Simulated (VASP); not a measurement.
# Sn4SeS3 (P1) in VASP: single point with LDA

Aim: the single point of Sn4SeS3 with LDA.

Program: VASP 6.6.1. These are calculated values, not measurements. Logs are shortened: lines on timing, memory, paths and dates and some standing lists are left out, and cuts for length are marked.

### Step 1. The cell of the first run

The typed cell holds 8 atoms: a = 6.018 Å, b = 6.014 Å, c = 6.266 Å, α = 103.69°, β = 103.51°, γ = 90.84°.

### Step 2. Single point, LDA

File INCAR:

```
  ALGO = Normal
  EDIFF = 1E-7
  ENCUT = 520
  ISIF = 2
  ISMEAR = 0
  KPAR = 4
  LASPH = True
  LCHARG = False
  LREAL = False
  LWAVE = False
  NBANDS = 50
  NELM = 100
  PREC = Accurate
  SIGMA = 0.02
```

File KPOINTS:

```
k-points
0
Gamma
  6 6 6
```

File POSCAR:

```
Sn4SeS3
1.0
    6.0182161300      0.0141239160      0.0172511583
   -0.1026975258      6.0129261898      0.0158225484
   -1.4771612460     -1.5236147559      5.8953989037
Sn Se S
4 1 3
Direct
    0.2119996179      0.2193866417      0.5046324393
    0.6594546326      0.7131731474      0.4914341766
    0.5689825883      0.0909293140      0.0126792157
    0.0379959907      0.5691466949      0.0009512974
    0.0591686419      0.0553234521      0.0446243418
    0.6049370772      0.5497970322      0.0530440148
    0.6509224286      0.1522121074      0.4503724469
    0.2065390228      0.6500316103      0.4422620674
```

Potentials or basis: VASP PAW LDA potentials, release 64 (Sn_d, Se, S).

On the command line:

```
$ cat potpaw_LDA.64/Sn_d/POTCAR potpaw_LDA.64/Se/POTCAR potpaw_LDA.64/S/POTCAR > POTCAR
$ mpirun -np 4 vasp_std > vasp.out
```

OUTCAR:

```text
EDIFF = 1E-7
   ENCUT = 520
   ISIF = 2
   ISMEAR = 0
   LASPH = True
   LREAL = False
   NELM = 100
   PREC = Accurate

 ion  position               nearest neighbor table
   1  0.212  0.219  0.505-   8 2.71   5 2.74   7 2.76   3 3.66   4 3.70
   2  0.659  0.713  0.491-   6 2.63   8 2.68   7 2.71   3 3.67   4 3.76
   3  0.569  0.091  0.013-   7 2.60   6 2.71   5 2.92   5 3.13   1 3.66   2 3.67
   4  0.038  0.569  0.001-   8 2.64   6 2.71   5 2.87   5 3.17   1 3.70   2 3.76
   5  0.059  0.055  0.045-   1 2.74   4 2.87   3 2.92   3 3.13   4 3.17
   6  0.605  0.550  0.053-   2 2.63   4 2.71   3 2.71
   7  0.651  0.152  0.450-   3 2.60   2 2.71   1 2.76
   8  0.207  0.650  0.442-   4 2.64   2 2.68   1 2.71

  LATTYP: Found a triclinic cell.
 ALAT       =     6.0138239498
 B/A-ratio  =     1.4251112911
 C/A-ratio  =     1.0418846886
 COS(alpha) =     0.0019871608
 COS(beta)  =     0.2366293254
 COS(gamma) =     0.7120381517

  Lattice vectors:

 A1 = (   0.1026975258,  -6.0129261898,  -0.0158225484)
 A2 = (   6.1209136558,  -5.9988022738,   0.0014286099)
 A3 = (  -1.4771612460,  -1.5236147559,   5.8953989037)

Analysis of symmetry for initial positions (statically):
=====================================================================
 Subroutine PRICEL returns:
 Original cell was already a primitive cell.

 Routine SETGRP: Setting up the symmetry group for a
 triclinic supercell.

 Subroutine GETGRP returns: Found  1 space group operations
 (whereof  1 operations were pure point group operations)
 out of a pool of  2 trial point group operations.

The static configuration has the point symmetry C_1 .

Analysis of symmetry for dynamics (positions and initial velocities):
=====================================================================
 Subroutine PRICEL returns:
 Original cell was already a primitive cell.

 Routine SETGRP: Setting up the symmetry group for a
 triclinic supercell.

 Subroutine GETGRP returns: Found  1 space group operations
 (whereof  1 operations were pure point group operations)
 out of a pool of  2 trial point group operations.

The dynamic configuration has the point symmetry C_1 .

 Subroutine INISYM returns: Found  1 space group operations
 (whereof  1 operations are pure point group operations),
 and found     1 'primitive' translations

----------------------------------------------------------------------------------------

[... 110 lines left out ...]
   ISIF   =      2    stress and relaxation
   ISYM   =      2    0-nonsym 1-usesym 2-fastsym
   POTIM  = 0.5000    time-step for ionic-motion
   TEBEG  =    0.0;   TEEND  =   0.0 temperature during run
   PSTRESS=    0.0 pullay stress
   NELECT =      80.0000    total number of electrons
   NUPDOWN=      -1.0000    fix difference up-down
   EMIN   =  10.00;   EMAX   =-10.00  energy-range for DOS
   EFERMI =   0.00;   METHOD = LEGACY
   ISMEAR =     0;   SIGMA  =   0.02  broadening in eV -4-tet -1-fermi 0-gaus
   EFERMI_NEDOS =   21; number of points for ismear=-14 and -15
   IALGO  =     38    algorithm
   IMIX   =      4    mixing-type and parameters
     AMIX     =   0.40;   BMIX     =  1.00
     AMIX_MAG =   1.60;   BMIX_MAG =  1.00
  volume/ion in A,a.u.               =      26.71       180.22
  Fermi-wavevector in a.u.,A,eV,Ry     =   1.179975  2.229830 18.943954  1.392341
  Thomas-Fermi vector in A             =   2.316276
   LORBIT       =      0    0 simple, 1 ext, 2 COOP (PROOUT), +10 PAW based schemes
   GGA     = CA    functional components
   LHFCALC =     F    Hartree Fock is set to
   AEXX    =    0.0000 exact exchange contribution
   IVDW    =     0    specifies the selected vdW correction
   LEPSILON=     F    determine dielectric tensor
   LRPA    =     F    only Hartree local field effects (RPA)
 non-spin polarized calculation
 Gauss-broadening in eV      SIGMA  =   0.02
  energy-cutoff  :      520.00
  volume of cell :      213.65
 maximum number of plane-waves:      5790
 NGX is ok and might be reduce to    48
   NGX = 23   NGY = 23   NGZ = 23

 number of electron      80.0000006 magnetization

 Free energy of the ion-electron system (eV)
  ---------------------------------------------------
  ext. energy  EPLUGINS =         0.00000000
  ---------------------------------------------------
  free energy    TOTEN  =       -39.41245925 eV

  energy without entropy =      -39.41245925  energy(sigma->0) =      -39.41245925

 E-fermi :   4.8625     XC(G=0):  -9.7506

 val. band max:        4.7718681358   @ k =  -0.3333   0.3333   0.5000
 cond. band min:       5.5133145221   @ k =   0.0000  -0.0000   0.5000
 fundamental gap:      0.7414463864
 Fermi energy:         4.8625087859

 k-point     1 :       0.0000    0.0000    0.0000
  band No.  band energies     occupation
      1     -16.2202      2.00000
      2     -16.2150      2.00000
      3     -16.2018      2.00000
      4     -16.1951      2.00000
      5     -16.1891      2.00000
      6     -16.1845      2.00000
[... 1261 lines left out ...]
     49       9.2650      0.00000
     50       9.7577      0.00000

 [... further k-points ...]

------------------------ aborting loop because EDIFF is reached ----------------------------------------

  FORCE on cell =-STRESS in cart. coord.  units (eV):
  Direction    XX          YY          ZZ          XY          YZ          ZX
  --------------------------------------------------------------------------------------
  -------------------------------------------------------------------------------------
  Total       -5.4820832     -5.5393953     -5.3239306     -0.0214222     -0.0076475      0.0023371
  in kB      -41.1112141    -41.5410092    -39.9251972     -0.1606490     -0.0573500      0.0175261
  external PRESSURE =     -40.8591402 kB  Pullay stress =       0.0000000 kB

 VOLUME and BASIS-vectors are now :
 -----------------------------------------------------------------------------
  energy-cutoff  :      520.00
  volume of cell :      213.65
      direct lattice vectors                 reciprocal lattice vectors
     6.018216130  0.014123916  0.017251158     0.166034531  0.002724455  0.042306008
    -0.102697526  6.012926190  0.015822548    -0.000512764  0.166186940  0.042821095
    -1.477161246 -1.523614756  5.895398904    -0.000484475 -0.000453998  0.169385083

 POSITION                                       TOTAL-FORCE (eV/Angst)
 -----------------------------------------------------------------------------------
      0.50791      0.55328      2.98214         0.090188      0.077092     -0.169238
      3.16957      3.54882      2.91986        -0.101174      0.068128     -0.173077
      3.39619      0.53547      0.08600         0.043059      0.080975      0.169912
      0.16881      3.42132      0.01527        -0.084311      0.034354      0.183676
      0.28449      0.26550      0.26497        -0.032340     -0.034556      0.125660
      3.50582      3.23361      0.33185         0.073582     -0.079849      0.116484
      3.23649      0.23824      2.66876        -0.079426     -0.069669     -0.124896
      0.52295      3.23767      2.62116         0.090423     -0.076475     -0.128522
 -----------------------------------------------------------------------------------
    total drift:                                0.000203     -0.000210      0.000839

  FREE ENERGIE OF THE ION-ELECTRON SYSTEM (eV)
  ---------------------------------------------------
  free  energy   TOTEN  =       -39.4124592524 eV

  energy  without entropy=      -39.4124592524  energy(sigma->0) =      -39.41245925
```

OSZICAR:

```text
N       E                     dE             d eps       ncg     rms          rms(c)
DAV:   1     0.869452407389E+03    0.86945E+03   -0.36553E+04 12014   0.206E+03
DAV:   2     0.116861996058E+03   -0.75259E+03   -0.72807E+03 11216   0.592E+02
DAV:   3    -0.291426229940E+02   -0.14600E+03   -0.13860E+03 13302   0.206E+02
DAV:   4    -0.402579356741E+02   -0.11115E+02   -0.10898E+02 13388   0.569E+01
DAV:   5    -0.407064978246E+02   -0.44856E+00   -0.44678E+00 13936   0.119E+01    0.979E+00
DAV:   6    -0.394441182878E+02    0.12624E+01   -0.24300E+00 15594   0.772E+00    0.632E+00
DAV:   7    -0.394297043369E+02    0.14414E-01   -0.76096E-01 14548   0.294E+00    0.308E+00
DAV:   8    -0.394151058924E+02    0.14598E-01   -0.82199E-02 15362   0.176E+00    0.355E-01
DAV:   9    -0.394123085323E+02    0.27974E-02   -0.15152E-02 14292   0.799E-01    0.172E-01
DAV:  10    -0.394124680708E+02   -0.15954E-03   -0.22816E-03 14832   0.226E-01    0.110E-01
DAV:  11    -0.394124591779E+02    0.88929E-05   -0.31207E-04 14980   0.121E-01    0.348E-02
DAV:  12    -0.394124591012E+02    0.76659E-07   -0.43575E-05 13850   0.522E-02    0.112E-02
DAV:  13    -0.394124593045E+02   -0.20332E-06   -0.43140E-06 14112   0.111E-02    0.401E-03
DAV:  14    -0.394124592689E+02    0.35672E-07   -0.11102E-06 12736   0.546E-03    0.180E-03
DAV:  15    -0.394124592524E+02    0.16447E-07   -0.10421E-07  7632   0.263E-03
   1 F= -.39412459E+02 E0= -.39412459E+02  d E =-.125579E-12
```

It took 7.3 min on 4 MPI ranks of AMD EPYC 7R43 (Zen 3), shared host; peak memory 0.91 GiB.

Results:

- Free energy: -39.4125 eV
- Pressure: -4.1 GPa
- Largest force: 0.212 eV/Å
- Band gap on the k mesh: 0.74 eV (least direct gap 1.00 eV)

Forces on the atoms (eV/Å):
```
Sn   0.090  0.077 -0.169
Sn  -0.101  0.068 -0.173
Sn   0.043  0.081  0.170
Sn  -0.084  0.034  0.184
Se  -0.032 -0.035  0.126
S    0.074 -0.080  0.116
S   -0.079 -0.070 -0.125
S    0.090 -0.076 -0.129
```

Caveat: the cell stands under tension; spin-orbit coupling is left out, which moves the levels of the heavy elements. A k mesh can miss the band edges.
